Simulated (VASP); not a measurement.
# Be2WN3 (P-4m2) in VASP: single point with PBE

Aim: the single point of Be2WN3 with PBE.

All numbers are computed with VASP 6.6.1; they aren't measurements. Logs are shortened: lines on timing, memory, paths and dates and some standing lists are left out, and cuts for length are marked.

## Step 1: The cell of the first run

The structure is tetragonal, space group P-4m2 (No. 115). The conventional cell has a = 2.813 Å, b = 2.813 Å, c = 6.394 Å, α = 90.00°, β = 90.00°, γ = 90.00°. Within 2.3 Å of Be (site symmetry 2mm) lie 5 N at 1.70 to 2.02 Å. W (site symmetry -4m2) has 8 N at 1.99 to 2.59 Å within 2.6 Å. N (site symmetry 2mm) has 5 Be at 1.70 to 2.02 Å within 2.3 Å. N (site symmetry -4m2) has 4 W at 1.99 Å and 4 N at 2.59 Å within 2.6 Å.

The cell was built from a structure type or drawn by symmetry, and may not be a known phase.

## Step 2: Single point, PBE

The input, INCAR:

```
SYSTEM = Be2WN3
PREC = Accurate ; ENCUT = 600
EDIFF = 1E-6 ; ISMEAR = 0
SIGMA = 0.15 ; LREAL = .FALSE.
LASPH = .TRUE. ; NELM = 120
ALGO = Normal ; ISIF = 2
LWAVE = .FALSE. ; LCHARG = .FALSE.
GGA = PE ; NBANDS = 26
GGA_COMPAT = .FALSE.
```

The input, KPOINTS:

```
Automatic mesh
0
G
  4 4 2
  0 0 0
```

The input, POSCAR:

```
Be2WN3
1.0
    2.8127448486      0.0000000000      0.0000000000
    0.0000000000      2.8127448486      0.0000000000
    0.0000000000      0.0000000000      6.3944479498
Be W N
2 1 3
Direct
    0.0000000000      0.5000000000      0.6066096482
    0.5000000000      0.0000000000      0.3933903518
    0.0000000000      0.0000000000      0.0000000000
    0.0000000000      0.5000000000      0.3408037366
    0.5000000000      0.0000000000      0.6591962634
    0.5000000000      0.5000000000      0.0000000000
```

Potentials or basis: VASP PAW PBE potentials, release 64 (Be, W_sv, N).

Launch:

```console
> cat potpaw_PBE.64/Be/POTCAR potpaw_PBE.64/W_sv/POTCAR potpaw_PBE.64/N/POTCAR > POTCAR
> mpirun -np 1 vasp_std > vasp.out
```

OUTCAR:

```text
SYSTEM = Be2WN3
   PREC = Accurate
   ENCUT = 600
   EDIFF = 1E-6
   ISMEAR = 0
   LREAL = .FALSE.
   LASPH = .TRUE.
   NELM = 120
   ISIF = 2
   GGA = PE

 ion  position               nearest neighbor table
   1  0.000  0.500  0.607-   4 1.70   5 2.02   5 2.02   5 2.02   5 2.02   3 2.88   3 2.88
   2  0.500  0.000  0.393-   5 1.70   4 2.02   4 2.02   4 2.02   4 2.02   3 2.88   3 2.88
   3  0.000  0.000  0.000-   6 1.99   6 1.99   6 1.99   6 1.99   5 2.59   5 2.59   4 2.59   4 2.59
                             2 2.88   1 2.88   2 2.88   1 2.88
   4  0.000  0.500  0.341-   1 1.70   2 2.02   2 2.02   2 2.02   2 2.02   3 2.59   3 2.59
   5  0.500  0.000  0.659-   2 1.70   1 2.02   1 2.02   1 2.02   1 2.02   3 2.59   3 2.59
   6  0.500  0.500  0.000-   3 1.99   3 1.99   3 1.99   3 1.99

  LATTYP: Found a simple tetragonal cell.
 ALAT       =     2.8127448486
 C/A-ratio  =     2.2733835787

  Lattice vectors:

 A1 = (   2.8127448486,   0.0000000000,   0.0000000000)
 A2 = (   0.0000000000,   2.8127448486,   0.0000000000)
 A3 = (   0.0000000000,   0.0000000000,   6.3944479498)

Analysis of symmetry for initial positions (statically):
=====================================================================
 Subroutine PRICEL returns:
 Original cell was already a primitive cell.

 Routine SETGRP: Setting up the symmetry group for a
 simple tetragonal supercell.

 Subroutine GETGRP returns: Found  8 space group operations
 (whereof  8 operations were pure point group operations)
 out of a pool of 16 trial point group operations.

The static configuration has the point symmetry D_2d.

Analysis of symmetry for dynamics (positions and initial velocities):
=====================================================================
 Subroutine PRICEL returns:
 Original cell was already a primitive cell.

 Routine SETGRP: Setting up the symmetry group for a
 simple tetragonal supercell.

 Subroutine GETGRP returns: Found  8 space group operations
 (whereof  8 operations were pure point group operations)
 out of a pool of 16 trial point group operations.

The dynamic configuration has the point symmetry D_2d.

 Subroutine INISYM returns: Found  8 space group operations
 (whereof  8 operations are pure point group operations),
 and found     1 'primitive' translations

----------------------------------------------------------------------------------------

                                     Primitive cell

  volume of cell :      50.5899

  direct lattice vectors                    reciprocal lattice vectors
     2.812744849  0.000000000  0.000000000     0.355524605  0.000000000  0.000000000
     0.000000000  2.812744849  0.000000000     0.000000000  0.355524605  0.000000000
     0.000000000  0.000000000  6.394447950     0.000000000  0.000000000  0.156385666

  length of vectors
     2.812744849  2.812744849  6.394447950     0.355524605  0.355524605  0.156385666

  position of ions in fractional coordinates (direct lattice)
     0.000000000  0.500000000  0.606609648
     0.500000000  0.000000000  0.393390352
     0.000000000  0.000000000  0.000000000
     0.000000000  0.500000000  0.340803737
     0.500000000  0.000000000  0.659196263
     0.500000000  0.500000000  0.000000000

  ion indices of the primitive-cell ions
   primitive index   ion index
                 1           1
                 2           2
                 3           3
                 4           4
                 5           5
                 6           6

----------------------------------------------------------------------------------------

 KPOINTS: Automatic mesh

Automatic generation of k-mesh.
 Grid dimensions read from file:
 generate k-points for:    4    4    2

 Generating k-lattice:

  Cartesian coordinates                     Fractional coordinates (reciprocal lattice)
     0.088881151  0.000000000  0.000000000     0.250000000  0.000000000  0.000000000
     0.000000000  0.088881151  0.000000000     0.000000000  0.250000000  0.000000000
     0.000000000  0.000000000  0.078192833     0.000000000  0.000000000  0.500000000

  Length of vectors
     0.088881151  0.088881151  0.078192833

  Shift w.r.t. Gamma in fractional coordinates (k-lattice)
     0.000000000  0.000000000  0.000000000

 Subroutine IBZKPT returns following result:
 ===========================================

 Found     12 irreducible k-points:

 Following reciprocal coordinates:
            Coordinates               Weight
  0.000000  0.000000  0.000000      1.000000
  0.250000  0.000000  0.000000      4.000000
  0.500000  0.000000  0.000000      2.000000
  0.250000  0.250000  0.000000      4.000000
  0.500000  0.250000  0.000000      4.000000
  0.500000  0.500000  0.000000      1.000000
  0.000000  0.000000  0.500000      1.000000
  0.250000  0.000000  0.500000      4.000000
  0.500000  0.000000  0.500000      2.000000
  0.250000  0.250000  0.500000      4.000000
  0.500000  0.250000  0.500000      4.000000
  0.500000  0.500000  0.500000      1.000000
   k-points           NKPTS =     12   k-points in BZ     NKDIM =     12   number of bands    NBANDS=     26
   number of dos      NEDOS =    301   number of ions     NIONS =      6
   total plane-waves  NPLWV =  31104
   dimension x,y,z NGX =    24 NGY =   24 NGZ =   54
   dimension x,y,z NGXF=    48 NGYF=   48 NGZF=  108
   ions per type =               2   1   3
   NGX,Y,Z   is equivalent  to a cutoff of  14.19, 14.19, 14.04 a.u.
   NGXF,Y,Z  is equivalent  to a cutoff of  28.37, 28.37, 28.08 a.u.
 SYSTEM =  Be2WN3
   PREC   = accura    normal or accurate (medium, high low for compatibility)
   ISTART =      0    job   : 0-new  1-cont  2-samecut
   ICHARG =      2    charge: 1-file 2-atom 10-const
   ISPIN  =      1    spin polarized calculation?
   LNONCOLLINEAR =      F non collinear calculations
   LSORBIT =      F    spin-orbit coupling
   LASPH  =      T    aspherical Exc in radial PAW
   ENCUT  =  600.0 eV  44.10 Ry    6.64 a.u.   5.62  5.62 12.77*2*pi/ulx,y,z
   NELM   =    120;   NELMIN=  2; NELMDL= -5     # of ELM steps
   EDIFF  = 0.1E-05   stopping-criterion for ELM
   LREAL  =      F    real-space projection
   EDIFFG = 0.1E-04   stopping-criterion for IOM
   NSW    =      0    number of steps for IOM
   IBRION =     -1    ionic relax: 0-MD 1-quasi-New 2-CG
   NFREE  =      0    steps in history (QN), initial steepest desc. (CG)
   ISIF   =      2    stress and relaxation
   ISYM   =      2    0-nonsym 1-usesym 2-fastsym
   POTIM  = 0.5000    time-step for ionic-motion
   TEBEG  =    0.0;   TEEND  =   0.0 temperature during run
   PSTRESS=    0.0 pullay stress
   NELECT =      33.0000    total number of electrons
   NUPDOWN=      -1.0000    fix difference up-down
   EMIN   =  10.00;   EMAX   =-10.00  energy-range for DOS
   EFERMI =   0.00;   METHOD = LEGACY
   ISMEAR =     0;   SIGMA  =   0.15  broadening in eV -4-tet -1-fermi 0-gaus
   EFERMI_NEDOS =   21; number of points for ismear=-14 and -15
   IALGO  =     38    algorithm
   IMIX   =      4    mixing-type and parameters
     AMIX     =   0.40;   BMIX     =  1.00
     AMIX_MAG =   1.60;   BMIX_MAG =  1.00
  volume/ion in A,a.u.               =       8.43        56.90
  Fermi-wavevector in a.u.,A,eV,Ry     =   1.419793  2.683019 27.426773  2.015811
  Thomas-Fermi vector in A             =   2.540776
   LORBIT       =      0    0 simple, 1 ext, 2 COOP (PROOUT), +10 PAW based schemes
   GGA     = PE    functional components
   LHFCALC =     F    Hartree Fock is set to
   AEXX    =    0.0000 exact exchange contribution
   IVDW    =     0    specifies the selected vdW correction
   LEPSILON=     F    determine dielectric tensor
   LRPA    =     F    only Hartree local field effects (RPA)
 non-spin polarized calculation
 Gauss-broadening in eV      SIGMA  =   0.15
  energy-cutoff  :      600.00
  volume of cell :       50.59
 maximum number of plane-waves:      1722
 NGX is ok and might be reduce to    24
   NGX = 11   NGY = 11   NGZ = 25

 number of electron      33.0000005 magnetization

 Free energy of the ion-electron system (eV)
  ---------------------------------------------------
  ext. energy  EPLUGINS =         0.00000000
  ---------------------------------------------------
  free energy    TOTEN  =       -44.62492483 eV

  energy without entropy =      -44.60000475  energy(sigma->0) =      -44.61246479

 E-fermi :   8.2759     XC(G=0): -12.3630

 val. band max:        8.1198630429   @ k =   0.0000   0.0000   0.5000
 cond. band min:       8.2891674866   @ k =   0.5000   0.0000   0.5000
 fundamental gap:      0.1693044438
 Fermi energy:         8.2759180339

 k-point     1 :       0.0000    0.0000    0.0000
  band No.  band energies     occupation
      1     -67.2029      2.00000
      2     -31.3704      2.00000
      3     -31.1720      2.00000
      4     -31.1720      2.00000
      5      -9.9023      2.00000
      6      -7.5636      2.00000
[... 18 lines left out ...]
     25      18.7944      0.00000
     26      19.5118      0.00000

 k-point     2 :       0.2500    0.0000    0.0000
  band No.  band energies     occupation
      1     -67.1794      2.00000
      2     -31.6110      2.00000
      3     -31.3286      2.00000
      4     -31.1144      2.00000
      5      -8.6255      2.00000
      6      -6.8695      2.00000
[... 18 lines left out ...]
     25      18.6506      0.00000
     26      19.4257      0.00000

 k-point     3 :       0.5000    0.0000    0.0000
  band No.  band energies     occupation
      1     -67.1558      2.00000
      2     -32.0225      2.00000
      3     -31.2864      2.00000
      4     -31.0560      2.00000
      5      -6.7252      2.00000
      6      -5.9156      2.00000
[... 224 lines left out ...]
 k-point    11 :       0.5000    0.2500    0.5000
  band No.  band energies     occupation
      1     -67.1330      2.00000
      2     -31.9379      2.00000
      3     -31.4649      2.00000
      4     -31.2496      2.00000
      5      -7.9172      2.00000
      6      -5.2873      2.00000
[... 18 lines left out ...]
     25      18.1350      0.00000
     26      19.3468      0.00000

 k-point    12 :       0.5000    0.5000    0.5000
  band No.  band energies     occupation
      1     -67.1101      2.00000
      2     -31.8512      2.00000
      3     -31.8512      2.00000
      4     -31.2124      2.00000
      5      -8.9504      2.00000
      6      -4.4870      2.00000
[... 18 lines left out ...]
     25      17.4848      0.00000
     26      18.1593      0.00000

------------------------ aborting loop because EDIFF is reached ----------------------------------------

  FORCE on cell =-STRESS in cart. coord.  units (eV):
  Direction    XX          YY          ZZ          XY          YZ          ZX
  --------------------------------------------------------------------------------------
  -------------------------------------------------------------------------------------
  Total        0.0928157      0.0928157     -0.1028887      0.0000000      0.0000000      0.0000000
  in kB        2.9394661      2.9394661     -3.2584762      0.0000000      0.0000000      0.0000000
  external PRESSURE =       0.8734853 kB  Pullay stress =       0.0000000 kB

 VOLUME and BASIS-vectors are now :
 -----------------------------------------------------------------------------
  energy-cutoff  :      600.00
  volume of cell :       50.59
      direct lattice vectors                 reciprocal lattice vectors
     2.812744849  0.000000000  0.000000000     0.355524605  0.000000000  0.000000000
     0.000000000  2.812744849  0.000000000     0.000000000  0.355524605  0.000000000
     0.000000000  0.000000000  6.394447950     0.000000000  0.000000000  0.156385666

 POSITION                                       TOTAL-FORCE (eV/Angst)
 -----------------------------------------------------------------------------------
      0.00000      1.40637      3.87893         0.000000     -0.000000      0.028343
      1.40637      0.00000      2.51551         0.000000     -0.000000     -0.028343
      0.00000      0.00000      0.00000        -0.000000     -0.000000     -0.000000
      0.00000      1.40637      2.17925         0.000000     -0.000000     -0.017045
      1.40637      0.00000      4.21520        -0.000000     -0.000000      0.017045
      1.40637      1.40637      0.00000         0.000000      0.000000     -0.000000
 -----------------------------------------------------------------------------------
    total drift:                                0.000000     -0.000000     -0.000000

  FREE ENERGIE OF THE ION-ELECTRON SYSTEM (eV)
  ---------------------------------------------------
  free  energy   TOTEN  =       -44.6249248291 eV

  energy  without entropy=      -44.6000047456  energy(sigma->0) =      -44.61246479
```

It took 32 s on 1 thread of Intel Xeon 8259CL, shared host; peak memory 0.19 GiB.

What came out:

- Free energy: -44.6249 eV
- Pressure: 0.1 GPa
- Largest force: 0.028 eV/Å
- Band gap on the k mesh: zero (an odd number of electrons rules out a gap without spin polarisation)

Forces on the atoms (eV/Å):
```
Be   0.000  0.000  0.028
Be   0.000  0.000 -0.028
W    0.000  0.000  0.000
N    0.000  0.000 -0.017
N    0.000  0.000  0.017
N    0.000  0.000  0.000
```

Stress tensor (GPa, compression positive):
```
 0.29  0.00  0.00
 0.00  0.29  0.00
 0.00  0.00 -0.33
```

Levels at points of the mesh, in eV from the Fermi level:
| k point | band 14 | band 15 | band 16 | band 17 | band 18 | band 19 |
| --- | --- | --- | --- | --- | --- | --- |
| (0.00, 0.00, 0.00) | -1.98 | -1.08 | -1.08 | 0.06 | 1.03 | 1.17 |
| (0.50, 0.00, 0.00) | -2.20 | -0.58 | 0.02 | 1.55 | 2.18 | 3.18 |
| (0.50, 0.50, 0.00) | -4.01 | -3.74 | -1.30 | -0.22 | -0.22 | 0.71 |
| (0.00, 0.00, 0.50) | -2.47 | -1.69 | -0.16 | -0.16 | 1.04 | 1.09 |
| (0.50, 0.00, 0.50) | -0.67 | -0.65 | 0.01 | 0.89 | 1.70 | 2.96 |
| (0.50, 0.50, 0.50) | -3.96 | -3.14 | -2.68 | -0.41 | -0.41 | 1.94 |

Caveat: the k points lie up to 0.56 Å⁻¹ apart, too coarse for converged energies and pressures of a metal; spin-orbit coupling is left out, which moves the levels of the heavy elements.
